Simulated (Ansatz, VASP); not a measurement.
# Si2W: VASP beside Ansatz

Contents of INCAR:

```
SYSTEM = Si2W
PREC = Accurate
ENCUT = 600
EDIFF = 1E-6
ISMEAR = -1
SIGMA = 0.05
LREAL = .FALSE.
LASPH = .TRUE.
NELM = 150
ALGO = Normal
ISIF = 3
LWAVE = .FALSE.
LCHARG = .FALSE.
LMAXMIX = 4
LDAU = .TRUE.
LDAUTYPE = 2
LDAUL = 2 -1
LDAUU = 2 0
LDAUJ = 0 0
LDAUPRINT = 1
GGA = PS
IBRION = 2
NSW = 60
EDIFFG = -0.01
```

KPOINTS

```
regular mesh
0
G
  12 12 12
  0 0 0
```

POSCAR

```
Si2W
1.0
   -1.6069000000      1.6069000000      3.9149500000
    1.6069000000     -1.6069000000      3.9149500000
    1.6069000000      1.6069000000     -3.9149500000
W Si
1 2
Direct
    0.0000000000      0.0000000000      0.0000000000
    0.6653000000      0.6653000000      0.0000000000
    0.3347000000      0.3347000000      0.0000000000
```

File input.yaml:

```yaml
crystal:
  lattice:
    - [-1.6069, 1.6069, 3.91495]
    - [1.6069, -1.6069, 3.91495]
    - [1.6069, 1.6069, -3.91495]
  atoms:
    - { symbol: W, position: [0.0, 0.0, 0.0] }
    - { symbol: Si, position: [0.6653, 0.6653, 0.0] }
    - { symbol: Si, position: [0.3347, 0.3347, 0.0] }
hamiltonian:
  xc: pbesol
  pseudopotentials: { kind: paw }
  hubbard: { sites: [{ species: W, l: d, u_eff: 2.0 }] }
kpoints:
  mp_grid: { grid: [12, 12, 12] }
scf:
  occupations: { method: fermi_dirac, width: 0.05 }
output:
  forces: true
  stress: true
  eigenvalues: true
relax:
  f_tol: 0.01
  max_steps: 40
  cell: { stress_tol: 0.05 }
```

Alike in both runs: task relaxation of cell and atoms; functional PBEsol; k mesh 12 × 12 × 12; occupations fermi-dirac, width 0.05 eV; no spin polarisation; Hubbard terms W d U = 2.0 eV.

```csv
,VASP,Ansatz
version,VASP 6.6.1,Ansatz 0.2.0
potentials or method,"VASP PAW PBE potentials, release 64 (W_sv, Si)",Ansatz PAW
plane-wave cutoff (eV),600,420
valence electrons in the cell,22,22
```

```tsv
	VASP	Ansatz	Ansatz less VASP
gap on the k mesh at the Fermi level, each at its own relaxed structure (eV)	none	none	-
relaxed volume (Å³/atom)	13.49	13.34	-0.147
relaxed cell length with the largest relative difference (Å)	4.529	4.512	-0.0174
```

VASP's potentials were made for PBE, not for PBEsol. The programs project onto different local orbitals, so the same U acts differently, and such runs can settle in different states. A gap of «none» marks a metal or a gap that the smearing closes.

Spin-orbit coupling is off throughout. Noted on Ansatz's run: the plane-wave basis is chosen anew once the cell has moved, so the energies of steps on either side of that aren't comparable.
